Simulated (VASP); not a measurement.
Wanted: the native input for a VASP 6.6.1 run.

| Item | Value |
| --- | --- |
| Task | single point |
| Functional | LDA |
| Potentials or basis | VASP PAW LDA potentials, release 64 (Zn) |
| Cutoff | 520 eV |
| k mesh | 11 × 11 × 6 |
| Occupations | fermi-dirac, width 0.05 eV |
| Spin | no spin polarisation |
| Dipole correction | no |
| Further INCAR settings | ALGO = Fast; EDIFF = 1e-07; NBANDS = 19 |

The structure of Zn lies in POSCAR:

```
Zn
1.0
    2.6700000000      0.0000000000      0.0000000000
   -1.3350000000      2.3122878281      0.0000000000
    0.0000000000      0.0000000000      4.9660000000
Zn
2
Direct
    0.6666666667      0.3333333333      0.7500000000
    0.3333333333      0.6666666667      0.2500000000
```

One way to write it, as run:

INCAR

```
PREC = Accurate
ENCUT = 520
EDIFF = 1E-7
ISMEAR = -1
SIGMA = 0.05
LREAL = False
LASPH = True
NELM = 60
ALGO = Fast
ISIF = 2
LWAVE = False
LCHARG = False
NBANDS = 19
```

KPOINTS

```
Automatic mesh
0
Gamma
  11 11 6
```

Potentials or basis: VASP PAW LDA potentials, release 64 (Zn).

The run is started by

```console
$ cat potpaw_LDA.64/Zn/POTCAR > POTCAR
$ mpirun -np 1 vasp_std > vasp.out
```

It gave:

The pressure is -8.5 GPa and the band gap on the k mesh is zero (band 12 reaches 4.53 eV, above the bottom of band 13 at -0.30 eV).

It took 59 s on 1 thread of AMD EPYC 7R13, on a shared host, peak memory 0.12 GiB.
